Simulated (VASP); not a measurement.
# HfC (Fm-3m) in VASP: notebook

The runs below take HfC through single point, with LDA.

Everything below comes from runs of VASP 6.6.1. Logs are shortened: lines on timing, memory, paths and dates and some standing lists are left out, and cuts for length are marked.

## 1. The cell of the first run

It takes space group Fm-3m (No. 225, cubic). The conventional cell has a = 4.650 Å, b = 4.650 Å, c = 4.650 Å, α = 90.00°, β = 90.00°, γ = 90.00°. Within 3.1 Å of Hf (site symmetry m-3m) lie 6 C at 2.33 Å. Within 3.1 Å of C (site symmetry m-3m) lie 6 Hf at 2.33 Å.

## 2. Single point, LDA, collinear spin, ferromagnetic start

INCAR reads:

```
SYSTEM = HfC
ALGO = Normal
EDIFF = 1E-6
ENCUT = 520
ISIF = 2
ISMEAR = -1
ISPIN = 2
LASPH = .True.
LCHARG = .True.
LELF = .True.
LMAXMIX = 4
LORBIT = 11
LREAL = .False.
LVHAR = .True.
LWAVE = .False.
MAGMOM = 0.8 0
NBANDS = 18
NELM = 150
NUPDOWN = 0.8
PREC = Accurate
SIGMA = 0.03
```

KPOINTS reads:

```
k-points
0
Gamma
  14 14 14
  0 0 0
```

POSCAR reads:

```
HfC
1.0
    0.0000000000      2.3250000000      2.3250000000
    2.3250000000      0.0000000000      2.3250000000
    2.3250000000      2.3250000000      0.0000000000
Hf C
1 1
Direct
    0.5000000000      0.5000000000      0.5000000000
    0.0000000000      0.0000000000      0.0000000000
```

Potentials or basis: VASP PAW LDA potentials, release 64 (Hf_pv, C).

Run with:

```console
cat potpaw_LDA.64/Hf_pv/POTCAR potpaw_LDA.64/C/POTCAR > POTCAR
mpirun -np 1 vasp_std > vasp.out
```

OUTCAR:

```text
SYSTEM = HfC
   EDIFF = 1E-6
   ENCUT = 520
   ISIF = 2
   ISMEAR = -1
   ISPIN = 2
   LASPH = .True.
   LORBIT = 11
   LREAL = .False.
   NELM = 150
   NUPDOWN = 0.8
   PREC = Accurate

 ion  position               nearest neighbor table
   1  0.500  0.500  0.500-   2 2.33   2 2.33   2 2.33   2 2.33   2 2.33   2 2.33
   2  0.000  0.000  0.000-   1 2.33   1 2.33   1 2.33   1 2.33   1 2.33   1 2.33

  LATTYP: Found a face centered cubic cell.
 ALAT       =     4.6500000000

  Lattice vectors:

 A1 = (   0.0000000000,   2.3250000000,   2.3250000000)
 A2 = (   2.3250000000,   0.0000000000,   2.3250000000)
 A3 = (   2.3250000000,   2.3250000000,   0.0000000000)

Analysis of symmetry for initial positions (statically):
[... 5 lines left out ...]
 face centered cubic supercell.

 Subroutine GETGRP returns: Found 48 space group operations
 (whereof 48 operations were pure point group operations)
 out of a pool of 48 trial point group operations.

The static configuration has the point symmetry O_h .

Analysis of symmetry for dynamics (positions and initial velocities):
[... 5 lines left out ...]
 face centered cubic supercell.

 Subroutine GETGRP returns: Found 48 space group operations
 (whereof 48 operations were pure point group operations)
 out of a pool of 48 trial point group operations.

The dynamic configuration has the point symmetry O_h .

Analysis of structural, dynamic, and magnetic symmetry:
=====================================================================
 Subroutine PRICEL returns:
 Original cell was already a primitive cell.

 Routine SETGRP: Setting up the symmetry group for a
 face centered cubic supercell.

 Subroutine GETGRP returns: Found 48 space group operations
 (whereof 48 operations were pure point group operations)
 out of a pool of 48 trial point group operations.

The overall configuration has the point symmetry O_h .

 Subroutine INISYM returns: Found 48 space group operations
 (whereof 48 operations are pure point group operations),
 and found     1 'primitive' translations

----------------------------------------------------------------------------------------

                                     Primitive cell

  volume of cell :      25.1362

  direct lattice vectors                    reciprocal lattice vectors
     0.000000000  2.325000000  2.325000000    -0.215053763  0.215053763  0.215053763
     2.325000000  0.000000000  2.325000000     0.215053763 -0.215053763  0.215053763
     2.325000000  2.325000000  0.000000000     0.215053763  0.215053763 -0.215053763

  length of vectors
     3.288046533  3.288046533  3.288046533     0.372484045  0.372484045  0.372484045

  position of ions in fractional coordinates (direct lattice)
     0.500000000  0.500000000  0.500000000
     0.000000000  0.000000000  0.000000000

  ion indices of the primitive-cell ions
   primitive index   ion index
                 1           1
                 2           2

----------------------------------------------------------------------------------------

 KPOINTS: k-points

Automatic generation of k-mesh.
 Grid dimensions read from file:
 generate k-points for:   14   14   14

 Generating k-lattice:

  Cartesian coordinates                     Fractional coordinates (reciprocal lattice)
    -0.015360983  0.015360983  0.015360983     0.071428571  0.000000000  0.000000000
     0.015360983 -0.015360983  0.015360983     0.000000000  0.071428571  0.000000000
     0.015360983  0.015360983 -0.015360983     0.000000000  0.000000000  0.071428571

  Length of vectors
     0.026606003  0.026606003  0.026606003

  Shift w.r.t. Gamma in fractional coordinates (k-lattice)
     0.000000000  0.000000000  0.000000000

 Subroutine IBZKPT returns following result:
 ===========================================

 Found    104 irreducible k-points:

 Following reciprocal coordinates:
            Coordinates               Weight
  0.000000  0.000000  0.000000      1.000000
  0.071429  0.000000  0.000000      8.000000
  0.142857  0.000000  0.000000      8.000000
  0.214286  0.000000  0.000000      8.000000
  0.285714  0.000000  0.000000      8.000000
  0.357143  0.000000  0.000000      8.000000
[... 16 lines left out ...]
  0.214286  0.142857  0.000000     24.000000
  0.285714  0.142857  0.000000     24.000000
 [... further k-points ...]
   k-points           NKPTS =    104   k-points in BZ     NKDIM =    104   number of bands    NBANDS=     18
   number of dos      NEDOS =    301   number of ions     NIONS =      2
   total plane-waves  NPLWV =  13824
   dimension x,y,z NGX =    24 NGY =   24 NGZ =   24
   dimension x,y,z NGXF=    48 NGYF=   48 NGZF=   48
   ions per type =               1   1
   NGX,Y,Z   is equivalent  to a cutoff of  12.13, 12.13, 12.13 a.u.
   NGXF,Y,Z  is equivalent  to a cutoff of  24.27, 24.27, 24.27 a.u.
 SYSTEM =  HfC
   PREC   = accura    normal or accurate (medium, high low for compatibility)
   ISTART =      0    job   : 0-new  1-cont  2-samecut
   ICHARG =      2    charge: 1-file 2-atom 10-const
   ISPIN  =      2    spin polarized calculation?
   LNONCOLLINEAR =      F non collinear calculations
   LSORBIT =      F    spin-orbit coupling
   LASPH  =      T    aspherical Exc in radial PAW
   ENCUT  =  520.0 eV  38.22 Ry    6.18 a.u.   6.11  6.11  6.11*2*pi/ulx,y,z
   NELM   =    150;   NELMIN=  2; NELMDL= -5     # of ELM steps
   EDIFF  = 0.1E-05   stopping-criterion for ELM
   LREAL  =      F    real-space projection
   EDIFFG = 0.1E-04   stopping-criterion for IOM
   NSW    =      0    number of steps for IOM
   IBRION =     -1    ionic relax: 0-MD 1-quasi-New 2-CG
   NFREE  =      0    steps in history (QN), initial steepest desc. (CG)
   ISIF   =      2    stress and relaxation
   ISYM   =      2    0-nonsym 1-usesym 2-fastsym
   POTIM  = 0.5000    time-step for ionic-motion
   TEBEG  =    0.0;   TEEND  =   0.0 temperature during run
   PSTRESS=    0.0 pullay stress
   NELECT =      14.0000    total number of electrons
   NUPDOWN=       0.8000    fix difference up-down
   EMIN   =  10.00;   EMAX   =-10.00  energy-range for DOS
   EFERMI =   0.00;   METHOD = LEGACY
   ISMEAR =    -1;   SIGMA  =   0.03  broadening in eV -4-tet -1-fermi 0-gaus
   EFERMI_NEDOS =   21; number of points for ismear=-14 and -15
   IALGO  =     38    algorithm
   IMIX   =      4    mixing-type and parameters
     AMIX     =   0.40;   BMIX     =  1.00
     AMIX_MAG =   1.60;   BMIX_MAG =  1.00
  volume/ion in A,a.u.               =      12.57        84.81
  Fermi-wavevector in a.u.,A,eV,Ry     =   1.346949  2.545365 24.684672  1.814272
  Thomas-Fermi vector in A             =   2.474740
   LORBIT       =     11    0 simple, 1 ext, 2 COOP (PROOUT), +10 PAW based schemes
   GGA     = CA    functional components
   LHFCALC =     F    Hartree Fock is set to
   AEXX    =    0.0000 exact exchange contribution
   IVDW    =     0    specifies the selected vdW correction
   LEPSILON=     F    determine dielectric tensor
   LRPA    =     F    only Hartree local field effects (RPA)
 spin polarized calculation
  energy-cutoff  :      520.00
  volume of cell :       25.14
 maximum number of plane-waves:       700
   NGX = 13   NGY = 13   NGZ = 13

 number of electron      14.0000000 magnetization       0.8000000

 Free energy of the ion-electron system (eV)
  ---------------------------------------------------
  ext. energy  EPLUGINS =         0.00000000
  ---------------------------------------------------
  free energy    TOTEN  =       -22.12595859 eV

  energy without entropy =      -22.12424650  energy(sigma->0) =      -22.12510255

 E-fermi :   4.5217     XC(G=0): -12.4894

 val. band max:        7.6351646271   @ k =  -0.1429   0.0714   0.0000
 cond. band min:       4.5613293601   @ k =   0.3571   0.2143   0.0714
 fundamental gap:     -3.0738352671
 Fermi energy:         7.6642429950

 spin component 1

 k-point     1 :       0.0000    0.0000    0.0000
  band No.  band energies     occupation
      1     -23.5237      1.00000
      2     -23.5237      1.00000
      3     -23.5237      1.00000
      4      -6.5907      1.00000
      5       6.4747      1.00000
      6       6.4747      1.00000
[... 10 lines left out ...]
     17      30.2716      0.00000
     18      30.2716      0.00000

 k-point     2 :       0.0714    0.0000    0.0000
  band No.  band energies     occupation
      1     -23.5611      1.00000
      2     -23.5272      1.00000
      3     -23.5272      1.00000
      4      -6.4612      1.00000
      5       5.6689      1.00000
      6       5.9073      1.00000
[... 10 lines left out ...]
     17      29.3475      0.00000
     18      29.3475      0.00000

 k-point     3 :       0.1429    0.0000    0.0000
  band No.  band energies     occupation
      1     -23.6645      1.00000
      2     -23.5372      1.00000
      3     -23.5372      1.00000
      4      -6.0865      1.00000
      5       4.4632      1.00000
      6       5.0137      1.00000
[... 10 lines left out ...]
     17      27.5002      0.00000
     18      27.5002      0.00000

 k-point     4 :       0.2143    0.0000    0.0000
  band No.  band energies     occupation
      1     -23.8099      1.00000
      2     -23.5515      1.00000
      3     -23.5515      1.00000
      4      -5.5058      1.00000
      5       3.2045      1.00000
      6       4.1830      1.00000
[... 375 lines left out ...]
      4      -5.9542      1.00000
      5       3.6472      1.00000
      6       5.4345      1.00000
[... 10 lines left out ...]
     17      26.1671      0.00000
     18      26.8867      0.00000

 k-point    23 :       0.2143    0.1429    0.0000
  band No.  band energies     occupation
      1     -23.7480      1.00000
      2     -23.5914      1.00000
      3     -23.5838      1.00000
      4      -5.5725      1.00000
      5       2.8896      1.00000
      6       4.7826      1.00000
[... 10 lines left out ...]
     17      24.8895      0.00000
     18      26.3233      0.00000

 k-point    24 :       0.2857    0.1429    0.0000
  band No.  band energies     occupation
      1     -23.8768      1.00000
      2     -23.6114      1.00000
      3     -23.5999      1.00000
      4      -5.0357      1.00000
      5       2.1579      1.00000
      6       3.9437      1.00000
[... 10 lines left out ...]
     17      23.3334      0.00000
     18      26.0276      0.00000

 [... further k-points ...]

 spin component 2

 k-point     1 :       0.0000    0.0000    0.0000
  band No.  band energies     occupation
      1     -23.3960      1.00000
      2     -23.3960      1.00000
      3     -23.3960      1.00000
      4      -6.1418      1.00000
      5       7.0271      0.00000
      6       7.0271      0.00000
[... 10 lines left out ...]
     17      30.5556      0.00000
     18      30.5556      0.00000

 k-point     2 :       0.0714    0.0000    0.0000
  band No.  band energies     occupation
      1     -23.4326      1.00000
      2     -23.3995      1.00000
      3     -23.3995      1.00000
      4      -6.0117      1.00000
      5       6.1161      0.00000
      6       6.3836      0.00000
[... 10 lines left out ...]
     17      29.6303      0.00000
     18      29.6303      0.00000

 k-point     3 :       0.1429    0.0000    0.0000
  band No.  band energies     occupation
      1     -23.5338      1.00000
      2     -23.4094      1.00000
      3     -23.4094      1.00000
      4      -5.6351      1.00000
      5       4.8961      0.00000
      6       5.4586      0.00000
[... 10 lines left out ...]
     17      27.7831      0.00000
     18      27.7831      0.00000

 k-point     4 :       0.2143    0.0000    0.0000
  band No.  band energies     occupation
      1     -23.6763      1.00000
      2     -23.4236      1.00000
      3     -23.4236      1.00000
      4      -5.0505      1.00000
      5       3.6314      1.00000
      6       4.6126      0.04609
[... 375 lines left out ...]
      4      -5.5012      1.00000
      5       4.0911      1.00000
      6       5.8836      0.00000
[... 10 lines left out ...]
     17      26.4552      0.00000
     18      27.1484      0.00000

 k-point    23 :       0.2143    0.1429    0.0000
  band No.  band energies     occupation
      1     -23.6158      1.00000
      2     -23.4627      1.00000
      3     -23.4552      1.00000
      4      -5.1158      1.00000
      5       3.3237      1.00000
      6       5.1889      0.00000
[... 10 lines left out ...]
     17      25.1826      0.00000
     18      26.5995      0.00000

 k-point    24 :       0.2857    0.1429    0.0000
  band No.  band energies     occupation
      1     -23.7421      1.00000
      2     -23.4824      1.00000
      3     -23.4712      1.00000
      4      -4.5728      1.00000
      5       2.5823      1.00000
      6       4.3445      0.99729
[... 10 lines left out ...]
     17      23.6353      0.00000
     18      26.3180      0.00000

 [... further k-points ...]
[... 5 lines left out ...]
  --------------------------------------------------------------------------------------
  -------------------------------------------------------------------------------------
  Total       -1.3738687     -1.3738687     -1.3738687     -0.0000000      0.0000000      0.0000000
  in kB      -87.5703186    -87.5703186    -87.5703186     -0.0000000      0.0000000      0.0000000
  external PRESSURE =     -87.5703186 kB  Pullay stress =       0.0000000 kB

 VOLUME and BASIS-vectors are now :
 -----------------------------------------------------------------------------
  energy-cutoff  :      520.00
  volume of cell :       25.14
      direct lattice vectors                 reciprocal lattice vectors
     0.000000000  2.325000000  2.325000000    -0.215053763  0.215053763  0.215053763
     2.325000000  0.000000000  2.325000000     0.215053763 -0.215053763  0.215053763
     2.325000000  2.325000000  0.000000000     0.215053763  0.215053763 -0.215053763

 POSITION                                       TOTAL-FORCE (eV/Angst)
 -----------------------------------------------------------------------------------
      2.32500      2.32500      2.32500        -0.000000      0.000000     -0.000000
      0.00000      0.00000      0.00000         0.000000     -0.000000      0.000000
 -----------------------------------------------------------------------------------
    total drift:                                0.000000     -0.000000      0.000000

  FREE ENERGIE OF THE ION-ELECTRON SYSTEM (eV)
  ---------------------------------------------------
  free  energy   TOTEN  =       -22.1259585910 eV

  energy  without entropy=      -22.1242465020  energy(sigma->0) =      -22.12510255

 total charge

# of ion       s       p       d       tot
------------------------------------------
    1        0.312   6.601   1.730   8.643
    2        0.870   1.491   0.000   2.362
--------------------------------------------------
tot          1.183   8.093   1.730  11.005

 magnetization (x)

# of ion       s       p       d       tot
------------------------------------------
    1        0.003   0.051   0.231   0.285
    2        0.010   0.229   0.000   0.239
--------------------------------------------------
tot          0.014   0.279   0.231   0.524
```

Wall time 78 s (1 thread of Intel Xeon 8259CL, shared host); peak memory 0.19 GiB.

What came out:

| Quantity | Value |
| --- | --- |
| Free energy | -22.1260 eV |
| Pressure | -8.8 GPa |
| Net moment | 0.80 μB per cell |
| Site moments | Hf +0.28; C +0.24 μB |
| Valence electrons inside the program's atomic spheres | Hf 8.64; C 2.36 |

Caveat: spin-orbit coupling is left out, which moves the levels of the heavy elements; the total moment is fixed, so each spin has its own Fermi level.

## 3. Single point, LDA, collinear spin, ferromagnetic start

INCAR reads:

```
ALGO = Normal ; EDIFF = 1E-7
ENCUT = 520 ; ISIF = 2
ISMEAR = -1 ; ISPIN = 2
LASPH = True ; LCHARG = False
LMAXMIX = 4 ; LORBIT = 11
LREAL = False ; LWAVE = False
MAGMOM = 0.8 0 ; NBANDS = 18
NELM = 150 ; NUPDOWN = 0.8
PREC = Accurate ; SIGMA = 0.03
```

KPOINTS reads:

```
k-points
0
Gamma
  14 14 14
```

POSCAR is that of step 2.

Potentials or basis: VASP PAW LDA potentials, release 64 (Hf_pv, C).

Run with:

```console
cat potpaw_LDA.64/Hf_pv/POTCAR potpaw_LDA.64/C/POTCAR > POTCAR
mpirun -np 1 vasp_std > vasp.out
```

Wall time 86 s (1 thread of Intel Xeon 8259CL, shared host); peak memory 0.19 GiB.

Results (log left out):

```yaml
Free_energy: -22.1260 eV
Pressure: -8.7 GPa
Net_moment: 0.80 μB per cell
Site_moments: Hf +0.28; C +0.24 μB
Valence_electrons_inside_the_program's_atomic_spheres: Hf 8.64; C 2.36
```

Caveat: spin-orbit coupling is left out, which moves the levels of the heavy elements; the total moment is fixed, so each spin has its own Fermi level.

## 4. Single point, LDA, collinear spin, ferromagnetic start

INCAR reads:

```
PREC = Accurate
ENCUT = 520
EDIFF = 1E-6
ISMEAR = -1
SIGMA = 0.03
LREAL = False
LASPH = True
NELM = 150
ALGO = Normal
ISIF = 2
LWAVE = False
LCHARG = False
ISPIN = 2
MAGMOM = 1.2 0
LORBIT = 11
NUPDOWN = 1.2
LMAXMIX = 4
GGA = CA
NBANDS = 18
```

KPOINTS reads:

```
regular mesh
0
Gamma
  14 14 14
```

POSCAR is that of step 3.

Run with:

```console
cat potpaw_LDA.64/Hf_pv/POTCAR potpaw_LDA.64/C/POTCAR > POTCAR
mpirun -np 1 vasp_std > vasp.out
```

Run time: 64 s. Hardware: 1 thread of Intel Xeon 8259CL, shared host; peak memory 0.19 GiB.

The run converged. Its results:

```
Free energy                                           : -21.4163 eV
Pressure                                              : -5.0 GPa
Net moment                                            : 1.20 μB per cell
Site moments                                          : Hf +0.46; C +0.33 μB
Valence electrons inside the program's atomic spheres : Hf 8.65; C 2.36
```

Caveat: spin-orbit coupling is left out, which moves the levels of the heavy elements; the total moment is fixed, so each spin has its own Fermi level.
